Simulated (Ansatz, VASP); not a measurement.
## Ni: VASP beside Ansatz

INCAR

```
SYSTEM = Ni
PREC     = Accurate       ! precision mode
ENCUT    = 520            ! plane-wave cutoff, eV
EDIFF    = 1E-6           ! SCF threshold, eV
ISMEAR   = -1             ! smearing method
SIGMA    = 0.05           ! smearing width, eV
LREAL    = .False.        ! projectors in reciprocal space
LASPH    = .True.         ! aspherical terms in the spheres
NELM     = 80             ! most SCF steps
ALGO     = Normal         ! electronic algorithm
ISIF     = 2              ! what is computed and relaxed
LWAVE    = .False.        ! write WAVECAR
LCHARG   = .False.        ! write CHGCAR
GGA      = PE             ! functional
NBANDS   = 11             ! bands
```

Contents of KPOINTS:

```
regular mesh
0
Gamma
  21 21 21
  0 0 0
```

File POSCAR:

```
Ni
1.0
    0.0000000000      1.5442432965      1.5442432965
    1.5442432965      0.0000000000      1.5442432965
    1.5442432965      1.5442432965      0.0000000000
Ni
1
Direct
    0.0000000000      0.0000000000      0.0000000000
```

Input for Ansatz:

```yaml
crystal:
  lattice:
    - [0.0, 1.5442432965, 1.5442432965]
    - [1.5442432965, 0.0, 1.5442432965]
    - [1.5442432965, 1.5442432965, 0.0]
  atoms:
    - { symbol: Ni, position: [0.0, 0.0, 0.0] }
kpoints:
  mp_grid: { grid: [21, 21, 21] }
scf:
  occupations: { method: fermi_dirac, width: 0.05 }
hamiltonian:
  xc: pbe
  pseudopotentials: { kind: all_electron, lapw: { basis_error: 0.001 } }
output:
  forces: true
  stress: true
  eigenvalues: true
  populations: true
```

Change from the starting cell: volume scaled by 0.68, LAPW.

Alike in both runs: task single point; functional PBE; k mesh 21 × 21 × 21; occupations fermi-dirac, width 0.05 eV; no spin polarisation.

```csv
,VASP,Ansatz
version,VASP 6.6.1,Ansatz 0.2.0
potentials or method,"VASP PAW PBE potentials, release 64 (Ni), cutoff 520 eV","all-electron LAPW, scalar-relativistic"
```

Ansatz gave:

```
pressure (GPa) : 197.3
```

Estimate VASP's values.

pressure (GPa): 196.1.

Both programs put the cell under a high pressure, so it lies far from rest at this level. Ansatz ran all-electron here, and VASP with PAW potentials.

Noted on VASP's run: the cell as given lies far from equilibrium.
